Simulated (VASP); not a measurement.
Wanted: the native input for a VASP 6.6.1 run.

| Quantity | Value |
| --- | --- |
| Task | single point |
| Functional | RPBE |
| Potentials or basis | VASP PAW PBE potentials, release 64 (Ir) |
| Cutoff | 520 eV |
| k mesh | 20 × 20 × 20 |
| Occupations | fermi-dirac, width 0.1 eV |
| Spin | no spin polarisation |
| Dipole correction | no |
| Further INCAR settings | ALGO = Normal; EDIFF = 1e-07; NBANDS = 10 |

The structure of Ir lies in POSCAR:

```
Ir
1.0
    2.5851199748      0.0000000000      0.0000000000
    0.0000000000      2.5851199748      0.0000000000
    0.0000000000      0.0000000000      2.5851199748
Ir
1
Direct
    0.0000000000      0.0000000000      0.0000000000
```

The input as run:

INCAR

```
PREC = Accurate
ENCUT = 520
EDIFF = 1E-7
ISMEAR = -1
SIGMA = 0.1
LREAL = False
LASPH = True
NELM = 80
ALGO = Normal
ISIF = 2
LWAVE = False
LCHARG = False
GGA = RP
NBANDS = 10
```

KPOINTS

```
regular mesh
0
Gamma
  20 20 20
```

Potentials or basis: VASP PAW PBE potentials, release 64 (Ir).

The run is started by

```console
$ cat potpaw_PBE.64/Ir/POTCAR > POTCAR
$ mpirun -np 1 vasp_std > vasp.out
```

Results of the run:

```
Pressure : -0.3 GPa
```

Caveat: the PAW data sets were made with another functional, which shifts forces and pressure a little.

It took 25 s on 1 thread of AMD EPYC 7R13 Processor (Zen 3), on a shared host, peak memory 0.14 GiB.
